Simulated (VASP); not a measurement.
Here is a VASP 6.6.1 calculation.

INCAR

```
SYSTEM = In3GaAs4
PREC = Accurate ; ENCUT = 520
EDIFF = 1E-6 ; ISMEAR = 0
SIGMA = 0.1 ; LREAL = .FALSE.
LASPH = .TRUE. ; NELM = 80
ALGO = Normal ; ISIF = 2
LWAVE = .FALSE. ; LCHARG = .FALSE.
GGA = PE ; NBANDS = 46
```

The input KPOINTS:

```
Automatic mesh
0
G
  6 6 6
  0 0 0
```

The input POSCAR:

```
In3GaAs4
1.0
    6.0771558821      0.0000000000      0.0000000000
    0.0000000000      6.0771558821      0.0000000000
    0.0000000000      0.0000000000      6.0771558821
In Ga As
3 1 4
Direct
    0.5000000000      0.0000000000      0.5000000000
    0.0000000000      0.5000000000      0.5000000000
    0.5000000000      0.5000000000      0.0000000000
    0.0000000000      0.0000000000      0.0000000000
    0.7601200462      0.7601200462      0.2398799538
    0.7601200462      0.2398799538      0.7601200462
    0.2398799538      0.7601200462      0.7601200462
    0.2398799538      0.2398799538      0.2398799538
```

Potentials or basis: VASP PAW PBE potentials, release 64 (In_d, Ga_d, As).

Run with:

```console
$ cat potpaw_PBE.64/In_d/POTCAR potpaw_PBE.64/Ga_d/POTCAR potpaw_PBE.64/As/POTCAR > POTCAR
$ mpirun -np 1 vasp_std > vasp.out
```

**Question.** What does it give for the band gap on the k mesh?

**Answer.** Zero (filled and empty bands touch).

**Question.** Predict the pressure.

**Answer.** 0.1 GPa.

**Question.** Estimate the largest force.

**Answer.** 0.010 eV/Å.

Forces in eV/Å, atoms in the order of the input:
```
In   0.000  0.000  0.000
In   0.000  0.000  0.000
In   0.000  0.000  0.000
Ga   0.000  0.000  0.000
As  -0.006 -0.006  0.006
As  -0.006  0.006 -0.006
As   0.006 -0.006 -0.006
As   0.006  0.006  0.006
```

Caveat: semilocal functionals underestimate gaps, and a narrow one can read as zero; spin-orbit coupling is left out, which moves the levels of the heavy elements.
